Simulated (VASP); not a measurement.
# NaCl in VASP: further runs

The runs below take NaCl through single point, with PBE.

Everything below comes from runs of VASP 6.6.1. Logs are shortened: lines on timing, memory, paths and dates and some standing lists are left out, and cuts for length are marked.

### Step 1. The cell of the first run

The structure is cubic, space group Fm-3m (No. 225). Conventional cell: a = 5.605 Å, b = 5.605 Å, c = 5.605 Å, α = 90.00°, β = 90.00°, γ = 90.00°. Within 3.7 Å of Na (site symmetry m-3m) lie 6 Cl at 2.80 Å. Within 3.7 Å of Cl (site symmetry m-3m) lie 6 Na at 2.80 Å.

### Step 2. Single point, PBE

INCAR reads:

```
SYSTEM = NaCl
PREC = Accurate
ENCUT = 520
EDIFF = 1E-7
ISMEAR = 0
SIGMA = 0.01
LREAL = .False.
LASPH = .True.
NELM = 100
ALGO = Normal
ISIF = 2
LWAVE = .False.
LCHARG = .False.
GGA = PE
NBANDS = 14
```

KPOINTS reads:

```
Automatic mesh
0
Gamma
  4 4 4
  0 0 0
```

POSCAR reads:

```
NaCl
1.0
    0.0000000000      2.8026988254      2.8026988254
    2.8026988254      0.0000000000      2.8026988254
    2.8026988254      2.8026988254      0.0000000000
Na Cl
1 1
Direct
    0.0000000000      0.0000000000      0.0000000000
    0.5000000000      0.5000000000      0.5000000000
```

Potentials or basis: VASP PAW PBE potentials, release 64 (Na_pv, Cl).

The run is started by

```sh
cat potpaw_PBE.64/Na_pv/POTCAR potpaw_PBE.64/Cl/POTCAR > POTCAR
mpirun -np 1 vasp_std > vasp.out
```

OUTCAR:

```text
SYSTEM = NaCl
   PREC = Accurate
   ENCUT = 520
   EDIFF = 1E-7
   ISMEAR = 0
   LREAL = .False.
   LASPH = .True.
   NELM = 100
   ISIF = 2
   GGA = PE

 ion  position               nearest neighbor table
   1  0.000  0.000  0.000-
   2  0.500  0.500  0.500-

  LATTYP: Found a face centered cubic cell.
 ALAT       =     5.6053976508

  Lattice vectors:

 A1 = (   0.0000000000,   2.8026988254,   2.8026988254)
 A2 = (   2.8026988254,   0.0000000000,   2.8026988254)
 A3 = (   2.8026988254,   2.8026988254,   0.0000000000)

Analysis of symmetry for initial positions (statically):
=====================================================================
 Subroutine PRICEL returns:
 Original cell was already a primitive cell.

 Routine SETGRP: Setting up the symmetry group for a
 face centered cubic supercell.

 Subroutine GETGRP returns: Found 48 space group operations
 (whereof 48 operations were pure point group operations)
 out of a pool of 48 trial point group operations.

The static configuration has the point symmetry O_h .

Analysis of symmetry for dynamics (positions and initial velocities):
=====================================================================
 Subroutine PRICEL returns:
 Original cell was already a primitive cell.

 Routine SETGRP: Setting up the symmetry group for a
 face centered cubic supercell.

 Subroutine GETGRP returns: Found 48 space group operations
 (whereof 48 operations were pure point group operations)
 out of a pool of 48 trial point group operations.

The dynamic configuration has the point symmetry O_h .

 Subroutine INISYM returns: Found 48 space group operations
 (whereof 48 operations are pure point group operations),
 and found     1 'primitive' translations

----------------------------------------------------------------------------------------

                                     Primitive cell

  volume of cell :      44.0311

  direct lattice vectors                    reciprocal lattice vectors
     0.000000000  2.802698825  2.802698825    -0.178399475  0.178399475  0.178399475
     2.802698825  0.000000000  2.802698825     0.178399475 -0.178399475  0.178399475
     2.802698825  2.802698825  0.000000000     0.178399475  0.178399475 -0.178399475

  length of vectors
     3.963614690  3.963614690  3.963614690     0.308996955  0.308996955  0.308996955

  position of ions in fractional coordinates (direct lattice)
     0.000000000  0.000000000  0.000000000
     0.500000000  0.500000000  0.500000000

  ion indices of the primitive-cell ions
   primitive index   ion index
                 1           1
                 2           2

----------------------------------------------------------------------------------------

 KPOINTS: Automatic mesh

Automatic generation of k-mesh.
 Grid dimensions read from file:
 generate k-points for:    4    4    4

 Generating k-lattice:

  Cartesian coordinates                     Fractional coordinates (reciprocal lattice)
    -0.044599869  0.044599869  0.044599869     0.250000000  0.000000000  0.000000000
     0.044599869 -0.044599869  0.044599869     0.000000000  0.250000000  0.000000000
     0.044599869  0.044599869 -0.044599869     0.000000000  0.000000000  0.250000000

  Length of vectors
     0.077249239  0.077249239  0.077249239

  Shift w.r.t. Gamma in fractional coordinates (k-lattice)
     0.000000000  0.000000000  0.000000000

 Subroutine IBZKPT returns following result:
 ===========================================

 Found      8 irreducible k-points:

 Following reciprocal coordinates:
            Coordinates               Weight
  0.000000  0.000000  0.000000      1.000000
  0.250000  0.000000  0.000000      8.000000
  0.500000  0.000000  0.000000      4.000000
  0.250000  0.250000  0.000000      6.000000
  0.500000  0.250000  0.000000     24.000000
 -0.250000  0.250000  0.000000     12.000000
  0.500000  0.500000  0.000000      3.000000
 -0.250000  0.500000  0.250000      6.000000
   k-points           NKPTS =      8   k-points in BZ     NKDIM =      8   number of bands    NBANDS=     14
   number of dos      NEDOS =    301   number of ions     NIONS =      2
   total plane-waves  NPLWV =  27000
   dimension x,y,z NGX =    30 NGY =   30 NGZ =   30
   dimension x,y,z NGXF=    60 NGYF=   60 NGZF=   60
   ions per type =               1   1
   NGX,Y,Z   is equivalent  to a cutoff of  12.58, 12.58, 12.58 a.u.
   NGXF,Y,Z  is equivalent  to a cutoff of  25.17, 25.17, 25.17 a.u.
 SYSTEM =  NaCl
   PREC   = accura    normal or accurate (medium, high low for compatibility)
   ISTART =      0    job   : 0-new  1-cont  2-samecut
   ICHARG =      2    charge: 1-file 2-atom 10-const
   ISPIN  =      1    spin polarized calculation?
   LNONCOLLINEAR =      F non collinear calculations
   LSORBIT =      F    spin-orbit coupling
   LASPH  =      T    aspherical Exc in radial PAW
   ENCUT  =  520.0 eV  38.22 Ry    6.18 a.u.   7.37  7.37  7.37*2*pi/ulx,y,z
   NELM   =    100;   NELMIN=  2; NELMDL= -5     # of ELM steps
   EDIFF  = 0.1E-06   stopping-criterion for ELM
   LREAL  =      F    real-space projection
   EDIFFG = 0.1E-05   stopping-criterion for IOM
   NSW    =      0    number of steps for IOM
   IBRION =     -1    ionic relax: 0-MD 1-quasi-New 2-CG
   NFREE  =      0    steps in history (QN), initial steepest desc. (CG)
   ISIF   =      2    stress and relaxation
   ISYM   =      2    0-nonsym 1-usesym 2-fastsym
   POTIM  = 0.5000    time-step for ionic-motion
   TEBEG  =    0.0;   TEEND  =   0.0 temperature during run
   PSTRESS=    0.0 pullay stress
   NELECT =      14.0000    total number of electrons
   NUPDOWN=      -1.0000    fix difference up-down
   EMIN   =  10.00;   EMAX   =-10.00  energy-range for DOS
   EFERMI =   0.00;   METHOD = LEGACY
   ISMEAR =     0;   SIGMA  =   0.01  broadening in eV -4-tet -1-fermi 0-gaus
   EFERMI_NEDOS =   21; number of points for ismear=-14 and -15
   IALGO  =     38    algorithm
   IMIX   =      4    mixing-type and parameters
     AMIX     =   0.40;   BMIX     =  1.00
     AMIX_MAG =   1.60;   BMIX_MAG =  1.00
  volume/ion in A,a.u.               =      22.02       148.57
  Fermi-wavevector in a.u.,A,eV,Ry     =   1.117372  2.111527 16.987145  1.248520
  Thomas-Fermi vector in A             =   2.253994
   LORBIT       =      0    0 simple, 1 ext, 2 COOP (PROOUT), +10 PAW based schemes
   GGA     = PE    functional components
   LHFCALC =     F    Hartree Fock is set to
   AEXX    =    0.0000 exact exchange contribution
   IVDW    =     0    specifies the selected vdW correction
   LEPSILON=     F    determine dielectric tensor
   LRPA    =     F    only Hartree local field effects (RPA)
 non-spin polarized calculation
 Gauss-broadening in eV      SIGMA  =   0.01
  energy-cutoff  :      520.00
  volume of cell :       44.03
 maximum number of plane-waves:      1243
 NGX is ok and might be reduce to    30
   NGX = 15   NGY = 15   NGZ = 15

 number of electron      14.0000003 magnetization

 Free energy of the ion-electron system (eV)
  ---------------------------------------------------
  ext. energy  EPLUGINS =         0.00000000
  ---------------------------------------------------
  free energy    TOTEN  =        -6.76757475 eV

  energy without entropy =       -6.76757475  energy(sigma->0) =       -6.76757475

 E-fermi :  -0.5545     XC(G=0):  -8.2443

 val. band max:       -0.6213124841   @ k =   0.0000   0.0000   0.0000
 cond. band min:       4.5572885250   @ k =   0.0000   0.0000   0.0000
 fundamental gap:      5.1786010092
 Fermi energy:        -0.5545465237

 k-point     1 :       0.0000    0.0000    0.0000
  band No.  band energies     occupation
      1     -21.4078      2.00000
      2     -21.4078      2.00000
      3     -21.4078      2.00000
      4     -13.3219      2.00000
      5      -0.6213      2.00000
      6      -0.6213      2.00000
      7      -0.6213      2.00000
      8       4.5573      0.00000
      9      10.5167      0.00000
     10      10.5167      0.00000
     11      10.5167      0.00000
     12      12.7014      0.00000
     13      12.7014      0.00000
     14      14.3403      0.00000

 k-point     2 :       0.2500    0.0000    0.0000
  band No.  band energies     occupation
      1     -21.4238      2.00000
      2     -21.4089      2.00000
      3     -21.4089      2.00000
      4     -13.1492      2.00000
      5      -1.7487      2.00000
      6      -0.7624      2.00000
      7      -0.7624      2.00000
      8       6.0382      0.00000
      9       9.4381      0.00000
     10      10.8137      0.00000
     11      10.8137      0.00000
     12      12.6685      0.00000
     13      12.6685      0.00000
     14      15.1423      0.00000

 k-point     3 :       0.5000    0.0000    0.0000
  band No.  band energies     occupation
      1     -21.4396      2.00000
      2     -21.4101      2.00000
      3     -21.4101      2.00000
      4     -12.9657      2.00000
      5      -2.6010      2.00000
      6      -0.8950      2.00000
      7      -0.8950      2.00000
      8       6.6845      0.00000
      9      10.1549      0.00000
     10      10.3953      0.00000
     11      10.3953      0.00000
     12      14.4873      0.00000
     13      15.6242      0.00000
     14      15.6242      0.00000
[... 52 lines left out ...]
 k-point     7 :       0.5000    0.5000    0.0000
  band No.  band energies     occupation
      1     -21.4295      2.00000
      2     -21.4165      2.00000
      3     -21.4165      2.00000
      4     -12.9173      2.00000
      5      -2.3282      2.00000
      6      -1.2345      2.00000
      7      -1.2345      2.00000
      8       6.9672      0.00000
      9       7.4417      0.00000
     10      10.8308      0.00000
     11      14.3211      0.00000
     12      14.3211      0.00000
     13      14.7246      0.00000
     14      16.4873      0.00000

 k-point     8 :      -0.2500    0.5000    0.2500
  band No.  band energies     occupation
      1     -21.4230      2.00000
      2     -21.4230      2.00000
      3     -21.4189      2.00000
      4     -12.8988      2.00000
      5      -1.8425      2.00000
      6      -1.8425      2.00000
      7      -1.3980      2.00000
      8       8.2813      0.00000
      9       9.1313      0.00000
     10       9.1313      0.00000
     11      10.8296      0.00000
     12      15.2304      0.00000
     13      15.2304      0.00000
     14      15.7943      0.00000

------------------------ aborting loop because EDIFF is reached ----------------------------------------

  FORCE on cell =-STRESS in cart. coord.  units (eV):
  Direction    XX          YY          ZZ          XY          YZ          ZX
  --------------------------------------------------------------------------------------
  -------------------------------------------------------------------------------------
  Total        0.3472876      0.3472876      0.3472876      0.0000000      0.0000000      0.0000000
  in kB       12.6369018     12.6369018     12.6369018      0.0000000      0.0000000      0.0000000
  external PRESSURE =      12.6369018 kB  Pullay stress =       0.0000000 kB

 VOLUME and BASIS-vectors are now :
 -----------------------------------------------------------------------------
  energy-cutoff  :      520.00
  volume of cell :       44.03
      direct lattice vectors                 reciprocal lattice vectors
     0.000000000  2.802698825  2.802698825    -0.178399475  0.178399475  0.178399475
     2.802698825  0.000000000  2.802698825     0.178399475 -0.178399475  0.178399475
     2.802698825  2.802698825  0.000000000     0.178399475  0.178399475 -0.178399475

 POSITION                                       TOTAL-FORCE (eV/Angst)
 -----------------------------------------------------------------------------------
      0.00000      0.00000      0.00000         0.000000      0.000000      0.000000
      2.80270      2.80270      2.80270        -0.000000     -0.000000     -0.000000
 -----------------------------------------------------------------------------------
    total drift:                               -0.000000      0.000000      0.000000

  FREE ENERGIE OF THE ION-ELECTRON SYSTEM (eV)
  ---------------------------------------------------
  free  energy   TOTEN  =        -6.7675747521 eV

  energy  without entropy=       -6.7675747521  energy(sigma->0) =       -6.76757475
```

It took 12 s on 1 thread of AMD EPYC 7R43 (Zen 3), shared host; peak memory 0.11 GiB.

What came out:

```yaml
Free_energy: -6.7676 eV
Pressure: 1.3 GPa
Band_gap_on_the_k_mesh: 5.18 eV, direct
```

Caveat: the k points lie up to 0.49 Å⁻¹ apart.

[end of part 1 of 2]
